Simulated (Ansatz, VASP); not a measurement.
One calculation of Mg3Cd2Se5, two programs

Contents of INCAR:

```
SYSTEM = Mg3Cd2Se5
PREC = Accurate ; ENCUT = 520
EDIFF = 1E-6 ; ISMEAR = 0
SIGMA = 0.1 ; LREAL = .FALSE.
LASPH = .TRUE. ; NELM = 60
ALGO = Normal ; ISIF = 2
LWAVE = .FALSE. ; LCHARG = .TRUE.
GGA = PE ; LELF = .TRUE.
LVHAR = .TRUE. ; NBANDS = 41
```

File KPOINTS:

```
Automatic mesh
0
G
  4 4 4
  0 0 0
```

The input POSCAR:

```
Mg3Cd2Se5
1.0
    0.0000000000     -3.9649220810      0.0000000000
    3.9649220810      0.0000000000      0.0000000000
   -1.9824610405      1.9824610405     14.0473179300
Mg Cd Se
3 2 5
Direct
    0.9026563925      0.9026563925      0.8053127850
    0.5000000000      0.5000000000      0.0000000000
    0.0973436075      0.0973436075      0.1946872150
    0.6990082524      0.6990082524      0.3980165047
    0.3009917476      0.3009917476      0.6019834953
    0.8028207150      0.8028207150      0.6056414300
    0.4029936098      0.4029936098      0.8059872196
    0.0000000000      0.0000000000      0.0000000000
    0.5970063902      0.5970063902      0.1940127804
    0.1971792850      0.1971792850      0.3943585700
```

Input for Ansatz:

```yaml
crystal:
  lattice:
    - [0.0, -3.964922081, 0.0]
    - [3.964922081, 0.0, 0.0]
    - [-1.9824610405, 1.9824610405, 14.04731793]
  atoms:
    - { symbol: Mg, position: [0.9026563925, 0.9026563925, 0.805312785] }
    - { symbol: Mg, position: [0.5, 0.5, 0.0] }
    - { symbol: Mg, position: [0.0973436075, 0.0973436075, 0.194687215] }
    - { symbol: Cd, position: [0.6990082524, 0.6990082524, 0.3980165047] }
    - { symbol: Cd, position: [0.3009917476, 0.3009917476, 0.6019834953] }
    - { symbol: Se, position: [0.802820715, 0.802820715, 0.60564143] }
    - { symbol: Se, position: [0.4029936098, 0.4029936098, 0.8059872196] }
    - { symbol: Se, position: [0.0, 0.0, 0.0] }
    - { symbol: Se, position: [0.5970063902, 0.5970063902, 0.1940127804] }
    - { symbol: Se, position: [0.197179285, 0.197179285, 0.39435857] }
basis:
  ecutwfc: 420
kpoints:
  mp_grid: { grid: [4, 4, 4] }
hamiltonian:
  xc: pbe
scf:
  occupations: { method: gaussian, width: 0.1 }
  lower_state_search: "off"
output:
  forces: true
  stress: true
  eigenvalues: true
```

Alike in both runs: task single point; functional PBE; k mesh 4 × 4 × 4; occupations gaussian, width 0.1 eV; no spin polarisation.

|  | VASP | Ansatz |
| --- | --- | --- |
| version | VASP 6.6.1 | Ansatz 0.2.0 |
| potentials or method | VASP PAW PBE potentials, release 64 (Mg, Cd, Se), cutoff 520 eV | scalar-relativistic, plane waves, PAW |
| valence electrons in the cell | 60 | 150 |

```tsv
	VASP	Ansatz	Ansatz less VASP
gap on the k mesh at the Fermi level (eV)	0.31	0.32	+0.012
least direct gap on the mesh (eV)	0.71	0.73	+0.017
pressure (GPa)	0.2	0.2	-0.09
traceless stress, the component that is largest in VASP (GPa)	-0.50	-0.47	+0.034
rms of the force components (eV/Å)	0.007	0.003	-0.0039
```

Atom by atom the forces differ by 0.008 eV/Å (rms over components). VASP's potentials hold 60 valence electrons a cell and Ansatz's 150, so a difference there can come from the potentials and not from the codes.
